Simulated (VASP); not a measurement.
# Ti (Pm-3m) in VASP: notebook

Ti is run at these levels: r2SCAN; tasks: single point.

All numbers are computed with VASP 6.6.1; they aren't measurements. Logs are shortened: lines on timing, memory, paths and dates and some standing lists are left out, and cuts for length are marked.

### Step 1. The cell of the first run

It takes space group Pm-3m (No. 221, cubic). Conventional cell: a = 2.305 Å, b = 2.305 Å, c = 2.305 Å, α = 90.00°, β = 90.00°, γ = 90.00°. Within 3.0 Å of Ti (site symmetry m-3m) lie 6 Ti at 2.31 Å.

This isn't the form of Ti at room conditions, which is hcp.

### Step 2. Single point, r2SCAN

Input file POSCAR:

```
Ti
1.0
    2.3053687268      0.0000000000      0.0000000000
    0.0000000000      2.3053687268      0.0000000000
    0.0000000000      0.0000000000      2.3053687268
Ti
1
Direct
    0.0000000000      0.0000000000      0.0000000000
```

Input file INCAR.step1:

```
ALGO = Normal
EDIFF = 1E-4
ENCUT = 520
GGA = PE
ISMEAR = -1
LASPH = True
LCHARG = False
LREAL = False
LWAVE = True
NBANDS = 12
NELM = 80
PREC = Accurate
SIGMA = 0.1
```

Input file INCAR.step2:

```
ALGO = Normal
EDIFF = 1E-6
ENCUT = 520
ISIF = 2
ISMEAR = -1
ISTART = 1
LASPH = True
LCHARG = False
LMIXTAU = True
LREAL = False
LWAVE = False
METAGGA = R2SCAN
NBANDS = 12
NELM = 80
PREC = Accurate
SIGMA = 0.1
```

Input file KPOINTS:

```
k-points
0
Gamma
  17 17 17
```

Potentials or basis: VASP PAW PBE potentials, release 64 (Ti_sv).

The run is started by

```
cat potpaw_PBE.64/Ti_sv/POTCAR > POTCAR
cp INCAR.step1 INCAR
mpirun -np 1 vasp_std > vasp.out
cp INCAR.step2 INCAR
mpirun -np 1 vasp_std > vasp.out
```

OUTCAR:

```text
EDIFF = 1E-6
   ENCUT = 520
   ISIF = 2
   ISMEAR = -1
   ISTART = 1
   LASPH = True
   LREAL = False
   METAGGA = R2SCAN
   NELM = 80
   PREC = Accurate

 ion  position               nearest neighbor table
   1  0.000  0.000  0.000-

  LATTYP: Found a simple cubic cell.
 ALAT       =     2.3053687268

  Lattice vectors:

 A1 = (   2.3053687268,   0.0000000000,   0.0000000000)
 A2 = (   0.0000000000,   2.3053687268,   0.0000000000)
 A3 = (   0.0000000000,   0.0000000000,   2.3053687268)

Analysis of symmetry for initial positions (statically):
=====================================================================
 Subroutine PRICEL returns:
 Original cell was already a primitive cell.

 Routine SETGRP: Setting up the symmetry group for a
 simple cubic supercell.

 Subroutine GETGRP returns: Found 48 space group operations
 (whereof 48 operations were pure point group operations)
 out of a pool of 48 trial point group operations.

The static configuration has the point symmetry O_h .

Analysis of symmetry for dynamics (positions and initial velocities):
=====================================================================
 Subroutine PRICEL returns:
 Original cell was already a primitive cell.

 Routine SETGRP: Setting up the symmetry group for a
 simple cubic supercell.

 Subroutine GETGRP returns: Found 48 space group operations
 (whereof 48 operations were pure point group operations)
 out of a pool of 48 trial point group operations.

The dynamic configuration has the point symmetry O_h .

 Subroutine INISYM returns: Found 48 space group operations
 (whereof 48 operations are pure point group operations),
 and found     1 'primitive' translations

----------------------------------------------------------------------------------------

                                     Primitive cell

  volume of cell :      12.2524

  direct lattice vectors                    reciprocal lattice vectors
     2.305368727  0.000000000  0.000000000     0.433770090  0.000000000  0.000000000
     0.000000000  2.305368727  0.000000000     0.000000000  0.433770090  0.000000000
     0.000000000  0.000000000  2.305368727     0.000000000  0.000000000  0.433770090

  length of vectors
     2.305368727  2.305368727  2.305368727     0.433770090  0.433770090  0.433770090

  position of ions in fractional coordinates (direct lattice)
     0.000000000  0.000000000  0.000000000
[... 81 lines left out ...]
   NFREE  =      0    steps in history (QN), initial steepest desc. (CG)
   ISIF   =      2    stress and relaxation
   ISYM   =      2    0-nonsym 1-usesym 2-fastsym
   POTIM  = 0.5000    time-step for ionic-motion
   TEBEG  =    0.0;   TEEND  =   0.0 temperature during run
   PSTRESS=    0.0 pullay stress
   NELECT =      12.0000    total number of electrons
   NUPDOWN=      -1.0000    fix difference up-down
   EMIN   =  10.00;   EMAX   =-10.00  energy-range for DOS
   EFERMI =   0.00;   METHOD = LEGACY
   ISMEAR =    -1;   SIGMA  =   0.10  broadening in eV -4-tet -1-fermi 0-gaus
   EFERMI_NEDOS =   21; number of points for ismear=-14 and -15
   IALGO  =     38    algorithm
   IMIX   =      4    mixing-type and parameters
     AMIX     =   0.40;   BMIX     =  1.00
     AMIX_MAG =   1.60;   BMIX_MAG =  1.00
  volume/ion in A,a.u.               =      12.25        82.68
  Fermi-wavevector in a.u.,A,eV,Ry     =   1.625779  3.072277 35.962340  2.643157
  Thomas-Fermi vector in A             =   2.718846
   LORBIT       =      0    0 simple, 1 ext, 2 COOP (PROOUT), +10 PAW based schemes
   METAGGA = R2SCAN    functional components
   LHFCALC =     F    Hartree Fock is set to
   AEXX    =    0.0000 exact exchange contribution
   IVDW    =     0    specifies the selected vdW correction
   LEPSILON=     F    determine dielectric tensor
   LRPA    =     F    only Hartree local field effects (RPA)
 non-spin polarized calculation
  energy-cutoff  :      520.00
  volume of cell :       12.25
 maximum number of plane-waves:       341
 NGX is ok and might be reduce to    18
   NGX =  9   NGY =  9   NGZ =  9

 number of electron      12.0000009 magnetization

 Free energy of the ion-electron system (eV)
  ---------------------------------------------------
  ext. energy  EPLUGINS =         0.00000000
  ---------------------------------------------------
  free energy    TOTEN  =       -11.19659138 eV

  energy without entropy =      -11.15385136  energy(sigma->0) =      -11.17522137

 E-fermi :  12.5350     XC(G=0): -14.1793

 val. band max:       12.5253867646   @ k =   0.2353   0.1765   0.0000
 cond. band min:      12.5477253866   @ k =   0.4706   0.4706   0.0000
 fundamental gap:      0.0223386220
 Fermi energy:        12.5350272741

 k-point     1 :       0.0000    0.0000    0.0000
  band No.  band energies     occupation
      1     -46.3529      2.00000
      2     -20.0224      2.00000
      3     -20.0224      2.00000
      4     -20.0224      2.00000
      5       5.9632      2.00000
      6       9.9445      2.00000
      7       9.9445      2.00000
      8      18.7746      0.00000
      9      18.7746      0.00000
     10      18.7746      0.00000
     11      34.3178      0.00000
     12      34.3178      0.00000
[... 331 lines left out ...]
 k-point    24 :       0.4706    0.1176    0.0000
  band No.  band energies     occupation
      1     -45.7726      2.00000
      2     -22.6452      2.00000
      3     -20.1150      2.00000
      4     -19.7369      2.00000
      5      11.0750      2.00000
      6      11.5945      1.99984
      7      12.0554      1.98361
      8      15.5538      0.00000
      9      16.6133      0.00000
     10      18.6500      0.00000
     11      24.4883      0.00000
     12      33.0097      0.00000

 [... further k-points ...]

------------------------ aborting loop because EDIFF is reached ----------------------------------------

  FORCE on cell =-STRESS in cart. coord.  units (eV):
  Direction    XX          YY          ZZ          XY          YZ          ZX
  --------------------------------------------------------------------------------------
  -------------------------------------------------------------------------------------
  Total        4.7734773      4.7734773      4.7734773      0.0000000      0.0000000      0.0000000
  in kB      624.2006982    624.2006982    624.2006982      0.0000000      0.0000000      0.0000000
  external PRESSURE =     624.2006982 kB  Pullay stress =       0.0000000 kB

 VOLUME and BASIS-vectors are now :
 -----------------------------------------------------------------------------
  energy-cutoff  :      520.00
  volume of cell :       12.25
      direct lattice vectors                 reciprocal lattice vectors
     2.305368727  0.000000000  0.000000000     0.433770090  0.000000000  0.000000000
     0.000000000  2.305368727  0.000000000     0.000000000  0.433770090  0.000000000
     0.000000000  0.000000000  2.305368727     0.000000000  0.000000000  0.433770090

 POSITION                                       TOTAL-FORCE (eV/Angst)
 -----------------------------------------------------------------------------------
      0.00000      0.00000      0.00000         0.000000      0.000000      0.000000
 -----------------------------------------------------------------------------------
    total drift:                               -0.000000      0.000000      0.000000

  FREE ENERGIE OF THE ION-ELECTRON SYSTEM (eV)
  ---------------------------------------------------
  free  energy   TOTEN  =       -11.1965913823 eV

  energy  without entropy=      -11.1538513639  energy(sigma->0) =      -11.17522137
```

OUTCAR.step1:

```text
EDIFF = 1E-4
   ENCUT = 520
   GGA = PE
   ISMEAR = -1
   LASPH = True
[... 575 lines left out ...]

 POSITION                                       TOTAL-FORCE (eV/Angst)
 -----------------------------------------------------------------------------------
      0.00000      0.00000      0.00000         0.000000      0.000000      0.000000
 -----------------------------------------------------------------------------------
    total drift:                               -0.000000      0.000000     -0.000000

  FREE ENERGIE OF THE ION-ELECTRON SYSTEM (eV)
  ---------------------------------------------------
  free  energy   TOTEN  =        -6.1337589484 eV

  energy  without entropy=       -6.0913634095  energy(sigma->0) =       -6.11256118
```

OSZICAR.step1:

```text
N       E                     dE             d eps       ncg     rms          rms(c)
DAV:   1     0.864755436150E+02    0.86476E+02   -0.66238E+03  4020   0.131E+03
DAV:   2    -0.265554057527E+01   -0.89131E+02   -0.85652E+02  4076   0.304E+02
DAV:   3    -0.624352476840E+01   -0.35880E+01   -0.35043E+01  4960   0.627E+01
DAV:   4    -0.632684428075E+01   -0.83320E-01   -0.83017E-01  4440   0.813E+00
DAV:   5    -0.632877399824E+01   -0.19297E-02   -0.19293E-02  4608   0.107E+00    0.132E+01
DAV:   6    -0.606804780024E+01    0.26073E+00   -0.66291E-01  4732   0.120E+01    0.555E+00
DAV:   7    -0.610459498970E+01   -0.36547E-01   -0.81573E-02  5296   0.335E+00    0.225E+00
DAV:   8    -0.613400769919E+01   -0.29413E-01   -0.69099E-02  4336   0.248E+00    0.217E-01
DAV:   9    -0.613382648556E+01    0.18121E-03   -0.46063E-03  4656   0.688E-01    0.145E-01
DAV:  10    -0.613375894837E+01    0.67537E-04   -0.89141E-04  4060   0.298E-01
   1 F= -.61337589E+01 E0= -.61125612E+01  d E =-.423955E-01
```

It took 39 s on 1 thread of Intel Xeon 6975P-C (Granite Rapids), shared host; peak memory 0.14 GiB.

What came out:

```yaml
Free_energy: -11.1966 eV
Pressure: 62.4 GPa
Band_gap_on_the_k_mesh: zero (bands 6 and 7 overlap by 3.56 eV)
```

Caveat: the cell stands under pressure; the PAW data sets were made with another functional, which shifts forces and pressure a little.

### Step 3. Single point, r2SCAN

This run uses another cell than the first one, of 13.39 Å³/atom.

Input file POSCAR:

```
Ti
1.0
    2.3745444491      0.0000000000      0.0000000000
    0.0000000000      2.3745444491      0.0000000000
    0.0000000000      0.0000000000      2.3745444491
Ti
1
Direct
    0.0000000000      0.0000000000      0.0000000000
```

Input file INCAR.step1:

```
PREC = Accurate ; ENCUT = 520
ISMEAR = -1 ; SIGMA = 0.1
LREAL = F ; LASPH = T
NELM = 100 ; NBANDS = 12
GGA = PE ; ALGO = Normal
EDIFF = 1E-4 ; LWAVE = T
LCHARG = F
```

Input file INCAR.step2:

```
PREC = Accurate ; ENCUT = 520
EDIFF = 1E-6 ; ISMEAR = -1
SIGMA = 0.1 ; LREAL = F
LASPH = T ; NELM = 100
ALGO = Normal ; ISIF = 2
LWAVE = F ; LCHARG = F
METAGGA = R2SCAN ; LMIXTAU = T
NBANDS = 12 ; ISTART = 1
```

Input file KPOINTS:

```
Automatic mesh
0
Gamma
  17 17 17
```

Potentials or basis: VASP PAW PBE potentials, release 64 (Ti_sv).

The run is started by

```
cat potpaw_PBE.64/Ti_sv/POTCAR > POTCAR
cp INCAR.step1 INCAR
mpirun -np 1 vasp_std > vasp.out
cp INCAR.step2 INCAR
mpirun -np 1 vasp_std > vasp.out
```

Wall time 31 s (1 thread of Intel Xeon 6975P-C (Granite Rapids), shared host); peak memory 0.14 GiB.

The run converged. Its results:

| Item | Value |
| --- | --- |
| Free energy | -11.5617 eV |
| Pressure | 41.7 GPa |
| Band gap on the k mesh | zero (bands 6 and 7 overlap by 3.25 eV) |

Levels at points of the mesh, in eV from the Fermi level:
```tsv
k point	band 4	band 5	band 6	band 7	band 8	band 9
(0.00, 0.00, 0.00)	-32.81	-6.55	-2.26	-2.26	5.75	5.75
```

Caveat: the cell stands under pressure; the PAW data sets were made with another functional, which shifts forces and pressure a little.

### Step 4. Single point, r2SCAN

This run uses another cell than the first one, of 15.10 Å³/atom.

Input file POSCAR:

```
Ti
1.0
    2.4716956634      0.0000000000      0.0000000000
    0.0000000000      2.4716956634      0.0000000000
    0.0000000000      0.0000000000      2.4716956634
Ti
1
Direct
    0.0000000000      0.0000000000      0.0000000000
```

Input file INCAR.step1:

```
SYSTEM = Ti
  PREC = Accurate
  ENCUT = 520
  ISMEAR = -1
  SIGMA = 0.1
  LREAL = .False.
  LASPH = .True.
  NELM = 60
  NBANDS = 12
  GGA = PE
  ALGO = Normal
  EDIFF = 1E-4
  LWAVE = .True.
  LCHARG = .False.
```

Input file INCAR.step2:

```
SYSTEM = Ti
  PREC = Accurate
  ENCUT = 520
  EDIFF = 1E-6
  ISMEAR = -1
  SIGMA = 0.1
  LREAL = .False.
  LASPH = .True.
  NELM = 60
  ALGO = Normal
  ISIF = 2
  LWAVE = .False.
  LCHARG = .False.
  METAGGA = R2SCAN
  LMIXTAU = .True.
  NBANDS = 12
  ISTART = 1
```

Input file KPOINTS:

```
regular mesh
0
Gamma
  17 17 17
  0 0 0
```

The run is started by

```
cat potpaw_PBE.64/Ti_sv/POTCAR > POTCAR
cp INCAR.step1 INCAR
mpirun -np 1 vasp_std > vasp.out
cp INCAR.step2 INCAR
mpirun -np 1 vasp_std > vasp.out
```

It took 38 s on 1 thread of Intel Xeon 6975P-C (Granite Rapids), shared host; peak memory 0.14 GiB.

Results (log left out):

```yaml
Free_energy: -11.8881 eV
Pressure: 20.9 GPa
Band_gap_on_the_k_mesh: zero (bands 6 and 7 overlap by 2.88 eV)
```

Levels at points of the mesh, in eV from the Fermi level:
| k point | band 2 | band 3 | band 4 | band 5 | band 6 | band 7 | band 8 | band 9 | band 10 | band 11 |
| --- | --- | --- | --- | --- | --- | --- | --- | --- | --- | --- |
| (0.00, 0.00, 0.00) | -33.13 | -33.13 | -33.13 | -6.44 | -1.89 | -1.89 | 5.14 | 5.14 | 5.14 | 18.90 |

Caveat: the cell stands under pressure; the PAW data sets were made with another functional, which shifts forces and pressure a little.

### Step 5. The runs side by side

```tsv
cell	gap on the mesh (eV)	pressure (GPa)
a = 2.305 Å, 1 atom	none	62.4
a = 2.375 Å, 1 atom	none	41.7
a = 2.472 Å, 1 atom	none	20.9
```

Alike in all rows: task single point; level r2SCAN; potentials or basis VASP PAW PBE potentials, release 64 (Ti_sv); no spin polarisation; k mesh 17 × 17 × 17; cutoff (eV) 520; smearing fermi-dirac 0.1 eV.

Caveats: the cell stands under pressure; the PAW data sets were made with another functional, which shifts forces and pressure a little.

Total energies depend on the potentials used, so only differences within one code and one set of settings carry meaning.

The gap in the log of VASP goes by the Fermi energy; the results here count the filled bands.